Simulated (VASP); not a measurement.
Wanted: the native input for a VASP 6.6.1 run.

| Property | Result |
| --- | --- |
| Task | single point |
| Functional | HSE06 |
| Potentials or basis | VASP PAW PBE potentials, release 64 (Zr_sv, C) |
| Cutoff | 520 eV |
| k mesh | 4 × 4 × 4 |
| Occupations | fermi-dirac, width 0.1 eV |
| Spin | no spin polarisation |
| Dipole correction | no |
| Grid for exact exchange (PRECFOCK) | Normal |
| Further INCAR settings | ALGO = Normal; EDIFF = 1e-06; NBANDS = 15 |
| Share of exact exchange | 0.25 |
| Screening parameter | 0.2079 1/Å |

ZrC (rock salt type):

```
Zr C
1.0
     0.00000    2.35500    2.35500
     2.35500    0.00000    2.35500
     2.35500    2.35500    0.00000
Zr C
1 1
Direct
  0.00735 0.00735 0.00735
  0.50000 0.50000 0.50000
```

These files were run (other wordings do the same):

POSCAR

```
ZrC
1.0
    0.0000000000      2.3550000000      2.3550000000
    2.3550000000      0.0000000000      2.3550000000
    2.3550000000      2.3550000000      0.0000000000
Zr C
1 1
Direct
    0.0073547805      0.0073547805      0.0073547805
    0.5000000000      0.5000000000      0.5000000000
```

INCAR.step1

```
PREC = Accurate ; ENCUT = 520
EDIFF = 1E-5 ; ISMEAR = -1
SIGMA = 0.1 ; LREAL = False
LASPH = True ; NELM = 60
ALGO = Normal ; ISIF = 2
LWAVE = True ; GGA = PE
NBANDS = 15
```

INCAR.step2

```
PREC = Accurate ; ENCUT = 520
EDIFF = 1E-6 ; ISMEAR = -1
SIGMA = 0.1 ; LREAL = False
LASPH = True ; NELM = 60
ALGO = Normal ; ISIF = 2
LWAVE = False ; LCHARG = True
GGA = PE ; LHFCALC = True
HFSCREEN = 0.2079 ; PRECFOCK = Normal
LELF = True ; LVHAR = True
ISTART = 1 ; NBANDS = 15
```

KPOINTS

```
regular mesh
0
Gamma
  4 4 4
```

Potentials or basis: VASP PAW PBE potentials, release 64 (Zr_sv, C).

The run is started by

```bash
$ cat potpaw_PBE.64/Zr_sv/POTCAR potpaw_PBE.64/C/POTCAR > POTCAR
$ cp INCAR.step1 INCAR
$ mpirun -np 1 vasp_std > vasp.out
$ cp INCAR.step2 INCAR
$ mpirun -np 1 vasp_std > vasp.out
```

It gave:

| Item | Value |
| --- | --- |
| Pressure | -2.6 GPa |
| Largest force | 0.142 eV/Å |
| Band gap on the k mesh | zero (bands 8 and 9 overlap by 0.95 eV) |

Caveat: the k points lie up to 0.58 Å⁻¹ apart, too coarse for converged energies and pressures of a metal; the PAW data sets were made with another functional, which shifts forces and pressure a little.

Run time: 11 min on 1 thread of Intel Xeon 8259CL, with other jobs on the host, peak memory 0.26 GiB.
